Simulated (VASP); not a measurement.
Input of a VASP 6.6.1 run:

File INCAR:

```
SYSTEM = HfB2
PREC = Accurate ; ENCUT = 600
EDIFF = 1E-6 ; ISMEAR = -1
SIGMA = 0.05 ; LREAL = .False.
LASPH = .True. ; NELM = 150
ALGO = Normal ; ISIF = 3
LWAVE = .False. ; LCHARG = .False.
LMAXMIX = 4 ; LDAU = .True.
LDAUTYPE = 2 ; LDAUL = 2 -1
LDAUU = 4 0 ; LDAUJ = 0 0
LDAUPRINT = 1 ; GGA = PE
IBRION = 2 ; NSW = 60
EDIFFG = -0.01
```

Contents of KPOINTS:

```
regular mesh
0
Gamma
  10 10 8
  0 0 0
```

POSCAR

```
HfB2
1.0
    3.1400000000      0.0000000000      0.0000000000
   -1.5700000000      2.7193197679      0.0000000000
    0.0000000000      0.0000000000      3.4800000000
Hf B
1 2
Direct
    0.0000000000      0.0000000000      0.0000000000
    0.6666666667      0.3333333333      0.5000000000
    0.3333333333      0.6666666667      0.5000000000
```

Potentials or basis: VASP PAW PBE potentials, release 64 (Hf_pv, B).

Run with:

```bash
$ cat potpaw_PBE.64/Hf_pv/POTCAR potpaw_PBE.64/B/POTCAR > POTCAR
$ mpirun -np 1 vasp_std > vasp.out
```

(1) Estimate the space group after relaxing (to 0.05 Å).

(2) Estimate the relaxed volume.

(3) What does it give for the relaxed cell?

(4) Predict the band gap on the k mesh.

Answers

(1) P6/mmm (No. 191).

(2) 10.41 Å³/atom.

(3) a = 3.175 Å, b = 3.175 Å, c = 3.577 Å, α = 90.00°, β = 90.00°, γ = 120.00°.

(4) zero (band 8 reaches 8.65 eV, above the bottom of band 9 at 7.60 eV).

Caveat: spin-orbit coupling is left out, which moves the levels of the heavy elements; U without spin polarisation on a metal has little footing; the U is typed as a test and isn't derived for this compound.
